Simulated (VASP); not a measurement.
# Pd in VASP: further runs, part 2 of 2

VASP 6.6.1. The steps go on from the part before.

## 3. Single point, PBE

INCAR reads:

```
SYSTEM = Pd
ALGO     = Normal         ! electronic algorithm
EDIFF    = 1E-6           ! SCF threshold, eV
ENCUT    = 520            ! plane-wave cutoff, eV
GGA      = PE             ! functional
ISIF     = 2              ! what is computed and relaxed
ISMEAR   = -1             ! smearing method
LASPH    = .TRUE.         ! aspherical terms in the spheres
LCHARG   = .FALSE.        ! write CHGCAR
LREAL    = Auto         
LWAVE    = .FALSE.        ! write WAVECAR
NBANDS   = 99             ! bands
NELM     = 80             ! most SCF steps
PREC     = Accurate       ! precision mode
SIGMA    = 0.1            ! smearing width, eV
```

KPOINTS reads:

```
k-points
0
G
  3 3 1
  0 0 0
```

POSCAR reads:

```
Pd
1.0
    5.5012910000      0.0000000000      0.0000000000
    2.7506450000      4.7642580000      0.0000000000
    0.0000000000      0.0000000000     19.7376780000
Pd
17
Direct
    0.0000000000      0.0000000000      0.0506645209
    0.4999917292      0.0000000000      0.0506645209
   -0.0000010465      0.4999939130      0.0506645209
    0.5000088603      0.4999939130      0.0506645209
    0.1256911981      0.1916772769      0.1755221663
    0.6329403716      0.2019202151      0.1716665962
    0.1570546491      0.6713322410      0.1623797896
    0.6438846604      0.6801688741      0.1658604421
   -0.1894100254      0.3306495996      0.2937478259
    0.3085367628      0.3400109734      0.2915033876
   -0.1643525297      0.8115009724      0.2966255706
    0.3224288418      0.8384306643      0.2901911765
   -0.0193469828     -0.0043868321      0.4127081210
    0.4658565753     -0.0156372724      0.4095162562
   -0.0593939427      0.5317092399      0.4179012344
    0.5037393093      0.4531240751      0.4098506420
    0.1819075602      0.6543096533      0.5139459667
```

Potentials or basis: VASP PAW PBE potentials, release 64 (Pd).

Command:

```sh
> cat potpaw_PBE.64/Pd/POTCAR > POTCAR
> mpirun -np 1 vasp_std > vasp.out
```

OUTCAR:

```text
SYSTEM = Pd
   EDIFF = 1E-6
   ENCUT = 520
   GGA = PE
   ISIF = 2
   ISMEAR = -1
   LASPH = .TRUE.
   LREAL = Auto
   NELM = 80
   PREC = Accurate

 ion  position               nearest neighbor table
   1  0.000  0.000  0.051-   7 2.70   2 2.75   4 2.75   3 2.75   3 2.75   4 2.75   2 2.75   5 2.90
                             6 2.96
   2  0.500  0.000  0.051-   8 2.74   1 2.75   3 2.75   4 2.75   4 2.75   3 2.75   1 2.75   6 2.88
                             5 3.04
   3  1.000  0.500  0.051-   7 2.70   4 2.75   1 2.75   2 2.75   1 2.75   2 2.75   4 2.75   8 2.84
                             5 2.87
   4  0.500  0.500  0.051-   7 2.74   8 2.75   3 2.75   1 2.75   2 2.75   2 2.75   1 2.75   3 2.75
[... 736 lines left out ...]
  in kB       -5.8665519     -5.3246824    -21.1460461     -2.8955927     -0.9513065      2.1881252
  external PRESSURE =     -10.7790935 kB  Pullay stress =       0.0000000 kB

 VOLUME and BASIS-vectors are now :
 -----------------------------------------------------------------------------
  energy-cutoff  :      520.00
  volume of cell :      517.32
      direct lattice vectors                 reciprocal lattice vectors
     5.501291000  0.000000000  0.000000000     0.181775514 -0.104948118  0.000000000
     2.750645000  4.764258000  0.000000000     0.000000000  0.209896273  0.000000000
     0.000000000  0.000000000 19.737678000     0.000000000  0.000000000  0.050664521

 POSITION                                       TOTAL-FORCE (eV/Angst)
 -----------------------------------------------------------------------------------
      0.00000      0.00000      1.00000        -0.007295      0.264040      0.223791
      2.75060      0.00000      1.00000        -0.032186      0.174195      0.332000
      6.87659      2.38210      1.00000        -0.138267     -0.148796      0.034140
      4.12600      2.38210      1.00000         0.048364     -0.104361     -0.207332
      1.21870      0.91320      3.46440         0.542214     -0.483997     -0.433562
      4.03740      0.96200      3.38830        -0.105293     -1.285168      0.108445
[... 9 lines left out ...]
      4.01760      2.15880      8.08950        -0.399087      0.908383     -0.213495
      2.80050      3.11730     10.14410         0.065944     -0.009575      0.114138
 -----------------------------------------------------------------------------------
    total drift:                                0.007833      0.005788      0.013770

  FREE ENERGIE OF THE ION-ELECTRON SYSTEM (eV)
  ---------------------------------------------------
  free  energy   TOTEN  =       -82.8671972819 eV

  energy  without entropy=      -81.6812508611  energy(sigma->0) =      -82.27422407
```

stdout:

```text
POSCAR found type information on POSCAR Pd
 POSCAR found :  1 types and      17 ions
 scaLAPACK will be used
 LDA part: xc-table for (Slater+PW92), standard interpolation
 POSCAR, INCAR and KPOINTS ok, starting setup
 FFT: planning ... GRIDC
 FFT: planning ... GRID_SOFT
 FFT: planning ... GRID
 WAVECAR not read
 entering main loop
```

Wall time 11 min (1 thread of AMD EPYC 9R45 (Zen 5), shared host); peak memory 0.59 GiB.

What came out:

| Property | Result |
| --- | --- |
| Free energy | -82.8672 eV |
| Largest force | 1.674 eV/Å |
| Band gap on the k mesh | zero (band 85 reaches 2.43 eV, above the bottom of band 86 at 2.04 eV) |

Forces in eV/Å, atoms in the order of the input:
```
Pd  -0.007  0.264  0.224
Pd  -0.032  0.174  0.332
Pd  -0.138 -0.149  0.034
Pd   0.048 -0.104 -0.207
Pd   0.542 -0.484 -0.434
Pd  -0.105 -1.285  0.108
Pd  -0.562  0.791  1.008
Pd   0.357  0.627  0.691
Pd   0.162 -0.104  0.013
Pd   0.285 -0.465 -0.004
Pd  -0.363  0.947 -0.899
Pd  -0.330 -0.289 -0.251
Pd   0.227  0.158 -0.334
Pd  -0.136  0.619  0.130
Pd   0.385 -1.599 -0.313
Pd  -0.399  0.908 -0.213
Pd   0.066 -0.010  0.114
```

Levels at points of the mesh, in eV from the Fermi level:
```csv
k point,band 84,band 85,band 86,band 87,band 88,band 89
"(0.00, 0.00, 0.00)",0.23,0.25,0.28,0.41,0.43,0.44
```

Caveat: the k points lie up to 0.44 Å⁻¹ apart.

## 4. Single point, PBE

INCAR reads:

```
PREC = Accurate
ENCUT = 520
EDIFF = 1E-7
ISMEAR = -1
SIGMA = 0.1
LREAL = Auto
LASPH = True
NELM = 80
ALGO = Normal
ISIF = 2
LWAVE = False
LCHARG = False
GGA = PE
NBANDS = 99
```

KPOINTS reads:

```
regular mesh
0
Gamma
  3 3 1
```

POSCAR reads:

```
Pd
1.0
    5.5012910000      0.0000000000      0.0000000000
    2.7506450000      4.7642580000      0.0000000000
    0.0000000000      0.0000000000     19.7376780000
Pd
17
Direct
    0.0000000000      0.0000000000      0.0506645209
    0.4999917292      0.0000000000      0.0506645209
   -0.0000010465      0.4999939130      0.0506645209
    0.5000088603      0.4999939130      0.0506645209
    0.1311110548      0.2007238063      0.1694322909
    0.6518338715      0.1772574029      0.1670865236
    0.1381651321      0.6871164408      0.1697565438
    0.6370731641      0.7004448542      0.1781820536
   -0.1958742239      0.3419420191      0.2918681721
    0.2915577590      0.3488476065      0.2876630169
   -0.2196088157      0.8644997815      0.2928763961
    0.2786352719      0.8563977853      0.2833008016
    0.0172187029     -0.0236762996      0.4044396712
    0.4208095872      0.0700213968      0.4129817094
   -0.0467769327      0.5419941573      0.4093085316
    0.5135983222      0.5085157017      0.3987601784
    0.2133785797      0.6521897009      0.5030125631
```

Command:

```sh
> cat potpaw_PBE.64/Pd/POTCAR > POTCAR
> mpirun -np 1 vasp_std > vasp.out
```

Run time: 13 min. Hardware: 1 thread of AMD EPYC 9R45 (Zen 5), shared host; peak memory 0.6 GiB.

Results (log left out):

* Free energy: -82.8040 eV
* Largest force: 2.062 eV/Å
* Band gap on the k mesh: zero (band 85 reaches 2.39 eV, above the bottom of band 86 at 2.07 eV)

Forces on the atoms (eV/Å):
```
Pd   0.026  0.049  0.153
Pd  -0.072 -0.087  0.354
Pd  -0.092  0.101  0.275
Pd   0.091  0.139  0.399
Pd   0.068 -0.397 -0.173
Pd  -0.181  0.671  0.389
Pd   0.241 -0.176 -0.262
Pd  -0.325 -0.571 -0.997
Pd   0.007  0.468 -0.804
Pd   0.202  0.336  0.027
Pd  -0.073 -0.407 -0.129
Pd   0.640 -0.349  0.389
Pd  -1.016  1.733 -0.469
Pd   1.244 -0.671 -0.120
Pd  -0.145 -0.110 -0.126
Pd  -0.544 -0.361  0.141
Pd  -0.073 -0.366  0.954
```

Levels at points of the mesh, in eV from the Fermi level:
| k point | band 84 | band 85 | band 86 | band 87 | band 88 | band 89 |
| --- | --- | --- | --- | --- | --- | --- |
| (0.00, 0.00, 0.00) | 0.18 | 0.20 | 0.26 | 0.44 | 0.44 | 0.45 |

Caveat: the k points lie up to 0.44 Å⁻¹ apart.

## 5. Single point, PBE

INCAR reads:

```
SYSTEM = Pd
ALGO = Normal ; EDIFF = 1E-6
ENCUT = 520 ; GGA = PE
ISIF = 2 ; ISMEAR = -1
LASPH = .TRUE. ; LCHARG = .FALSE.
LREAL = Auto ; LWAVE = .FALSE.
NBANDS = 99 ; NELM = 100
PREC = Accurate ; SIGMA = 0.1
```

KPOINTS reads:

```
k-points
0
G
  3 3 1
  0 0 0
```

POSCAR reads:

```
Pd
1.0
    5.5012910000      0.0000000000      0.0000000000
    2.7506450000      4.7642580000      0.0000000000
    0.0000000000      0.0000000000     19.7376780000
Pd
17
Direct
    0.0000000000      0.0000000000      0.0506645209
    0.4999917292      0.0000000000      0.0506645209
   -0.0000010465      0.4999939130      0.0506645209
    0.5000088603      0.4999939130      0.0506645209
    0.1981910505      0.1668675374      0.1675070391
    0.6978223504      0.1622078401      0.1679630198
    0.1949200496      0.6690023924      0.1711599510
    0.7136468876      0.6529453275      0.1671827861
   -0.1256182298      0.3369254982      0.2881747286
    0.3696033118      0.3293062634      0.2909055462
   -0.1357434727      0.8388084776      0.2982265695
    0.3648261305      0.8339808633      0.2798201491
   -0.0337878580      0.0604501268      0.4125257287
    0.4766290003      0.0312745447      0.4120545487
   -0.0369657510      0.5565819483      0.4099621040
    0.4999111232      0.5393074850      0.4044244718
    0.1746320851      0.7022709517      0.5112151490
```

Potentials or basis: VASP PAW PBE potentials, release 64 (Pd).

Command:

```sh
> cat potpaw_PBE.64/Pd/POTCAR > POTCAR
> mpirun -np 1 vasp_std > vasp.out
```

OUTCAR:

```text
SYSTEM = Pd
   EDIFF = 1E-6
   ENCUT = 520
   GGA = PE
   ISIF = 2
   ISMEAR = -1
   LASPH = .TRUE.
   LREAL = Auto
   NELM = 100
   PREC = Accurate

 ion  position               nearest neighbor table
   1  0.000  0.000  0.051-   6 2.73   2 2.75   4 2.75   3 2.75   3 2.75   4 2.75   2 2.75   7 2.86
                             5 2.89
   2  0.500  0.000  0.051-   5 2.72   1 2.75   3 2.75   4 2.75   4 2.75   3 2.75   1 2.75   8 2.84
                             6 2.88
   3  1.000  0.500  0.051-   8 2.67   4 2.75   1 2.75   2 2.75   1 2.75   2 2.75   4 2.75   5 2.80
                             7 2.94
   4  0.500  0.500  0.051-   3 2.75   1 2.75   2 2.75   2 2.75   1 2.75   3 2.75   7 2.79   6 2.82
[... 736 lines left out ...]
  in kB      -10.5183158     -6.7622641    -16.3257083     -1.2658245     -2.6915871      0.2440280
  external PRESSURE =     -11.2020961 kB  Pullay stress =       0.0000000 kB

 VOLUME and BASIS-vectors are now :
 -----------------------------------------------------------------------------
  energy-cutoff  :      520.00
  volume of cell :      517.32
      direct lattice vectors                 reciprocal lattice vectors
     5.501291000  0.000000000  0.000000000     0.181775514 -0.104948118  0.000000000
     2.750645000  4.764258000  0.000000000     0.000000000  0.209896273  0.000000000
     0.000000000  0.000000000 19.737678000     0.000000000  0.000000000  0.050664521

 POSITION                                       TOTAL-FORCE (eV/Angst)
 -----------------------------------------------------------------------------------
      0.00000      0.00000      1.00000         0.082414     -0.073487      0.126839
      2.75060      0.00000      1.00000         0.110712     -0.048297      0.072654
      6.87659      2.38210      1.00000         0.163275     -0.020893     -0.010414
      4.12600      2.38210      1.00000         0.034924     -0.002975      0.188518
      1.54930      0.79500      3.30620         0.034352     -0.153044      0.082433
      4.28510      0.77280      3.31520        -0.044227      0.060138      0.456678
[... 9 lines left out ...]
      4.23360      2.56940      7.98240        -0.900976      0.046329     -0.149265
      2.89240      3.34580     10.09020         0.044472     -0.082492     -0.199139
 -----------------------------------------------------------------------------------
    total drift:                               -0.004672     -0.004306      0.013295

  FREE ENERGIE OF THE ION-ELECTRON SYSTEM (eV)
  ---------------------------------------------------
  free  energy   TOTEN  =       -83.1781712870 eV

  energy  without entropy=      -81.9795808927  energy(sigma->0) =      -82.57887609
```

Wall time 16 min (1 thread of Oxide Virtual Turin-like, shared host); peak memory 0.59 GiB.

Results:

```
Free energy            : -83.1782 eV
Largest force          : 1.290 eV/Å
Band gap on the k mesh : zero (band 85 reaches 2.47 eV, above the bottom of band 86 at 2.04 eV)
```

Forces on the atoms (eV/Å):
```
Pd   0.082 -0.073  0.127
Pd   0.111 -0.048  0.073
Pd   0.163 -0.021 -0.010
Pd   0.035 -0.003  0.189
Pd   0.034 -0.153  0.082
Pd  -0.044  0.060  0.457
Pd   0.003 -0.270 -0.224
Pd  -0.507  0.499  0.316
Pd  -0.416 -0.029  0.092
Pd   0.037  0.246 -0.237
Pd   0.064  0.221 -1.269
Pd   0.234  0.033  0.851
Pd   0.380 -0.253 -0.275
Pd   0.007  0.807 -0.164
Pd   0.674 -0.978  0.343
Pd  -0.901  0.046 -0.149
Pd   0.044 -0.082 -0.199
```

Levels at points of the mesh, in eV from the Fermi level:
```csv
k point,band 83,band 84,band 85,band 86,band 87,band 88
"(0.00, 0.00, 0.00)",0.21,0.24,0.29,0.31,0.41,0.42
```

Caveat: the k points lie up to 0.44 Å⁻¹ apart.

## 6. Single point, PBE

INCAR reads:

```
  ALGO = Normal
  EDIFF = 1E-6
  ENCUT = 520
  GGA = PE
  ISIF = 2
  ISMEAR = -1
  LASPH = T
  LCHARG = F
  LREAL = Auto
  LWAVE = F
  NBANDS = 99
  NELM = 80
  PREC = Accurate
  SIGMA = 0.1
```

KPOINTS reads:

```
k-points
0
Gamma
  3 3 1
```

POSCAR reads:

```
Pd
1.0
    5.5012910000      0.0000000000      0.0000000000
    2.7506450000      4.7642580000      0.0000000000
    0.0000000000      0.0000000000     19.7376780000
Pd
17
Direct
    0.0000000000      0.0000000000      0.0506645209
    0.4999917292      0.0000000000      0.0506645209
   -0.0000010465      0.4999939130      0.0506645209
    0.5000088603      0.4999939130      0.0506645209
    0.1393331743      0.2056563687      0.1713778085
    0.6450406203      0.1878991440      0.1571816097
    0.1642570897      0.6923008788      0.1630637606
    0.6609053741      0.6814282518      0.1659820370
   -0.1824792123      0.3620500821      0.2797998832
    0.3464415186      0.3446916603      0.2801798672
   -0.1632637612      0.8544037707      0.2772717237
    0.3306253158      0.8635552483      0.2804078575
    0.0209617840      0.0257332831      0.3980052770
    0.5058344723      0.0471007238      0.4070944921
    0.0051847626      0.5085996602      0.3908109150
    0.5137059475      0.5275323041      0.3978836822
    0.1757116521      0.6679739007      0.4953419546
```

Potentials or basis: VASP PAW PBE potentials, release 64 (Pd).

Command:

```sh
> cat potpaw_PBE.64/Pd/POTCAR > POTCAR
> mpirun -np 1 vasp_std > vasp.out
```

Wall time 17 min (1 thread of Oxide Virtual Turin-like, shared host); peak memory 0.58 GiB.

The run converged. Its results:

- Free energy: -83.2436 eV
- Largest force: 1.567 eV/Å
- Band gap on the k mesh: zero (band 85 reaches 2.44 eV, above the bottom of band 86 at 2.09 eV)

Forces in eV/Å, atoms in the order of the input:
```
Pd   0.244  0.137 -0.394
Pd  -0.369 -0.061 -0.327
Pd  -0.040 -0.045 -0.059
Pd   0.068  0.412 -0.733
Pd   0.345 -0.792 -0.985
Pd   0.421 -0.341  1.471
Pd  -0.338 -0.005  0.417
Pd  -0.136  0.528 -0.169
Pd   0.336 -0.220  0.423
Pd  -0.258  0.487  0.032
Pd   0.007  0.066  0.388
Pd  -0.077 -0.228  0.317
Pd  -0.602  0.150 -0.252
Pd   0.119 -0.733 -0.421
Pd   0.150  0.805  0.270
Pd   0.455 -0.134 -0.454
Pd  -0.326 -0.024  0.477
```

Levels at points of the mesh, in eV from the Fermi level:
| k point | band 82 | band 83 | band 84 | band 85 | band 86 | band 87 | band 88 | band 89 | band 90 | band 91 |
| --- | --- | --- | --- | --- | --- | --- | --- | --- | --- | --- |
| (0.00, 0.00, 0.00) | 0.12 | 0.14 | 0.22 | 0.23 | 0.29 | 0.35 | 0.37 | 0.39 | 1.06 | 1.91 |

Caveat: the k points lie up to 0.44 Å⁻¹ apart.
